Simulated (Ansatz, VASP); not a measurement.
Two plane-wave programs on SrTiO

```xyz
3
Lattice="3.3943 0.0000 0.0000 0.0000 3.3943 0.0000 0.0000 0.0000 5.3731" Properties=species:S:1:pos:R:3 pbc="T T T"
Sr    1.6971    1.6971    0.0000
Ti    1.6971    1.6971    2.6865
O     0.0000    0.0000    0.0000
```

Alike in both runs: task single point; functional PBE; k mesh 6 × 6 × 4; occupations gaussian, width 0.1 eV; collinear spin.

|  | VASP | Ansatz |
| --- | --- | --- |
| version | VASP 6.6.1 | Ansatz 0.2.0 |
| potentials or method | VASP PAW PBE potentials, release 64 (Sr_sv, Ti_sv, O), cutoff 520 eV | scalar-relativistic, plane waves, PAW |
| valence electrons in the cell | 28 | 28 |

```tsv
	VASP	Ansatz	Ansatz less VASP
gap on the k mesh at the Fermi level (eV)	none	none	-
pressure (GPa)	8.5	7.9	-0.60
traceless stress, the component that is largest in VASP (GPa)	16.86	17.05	+0.189
net moment per atom (μB)	1.02	1.02	+0.003
size of the moment on the site where the two differ most (μB)	0.13	0.07	-0.061
```

Site moments also hang on the region over which each program counts them. A gap of «none» marks a metal or a gap that the smearing closes.
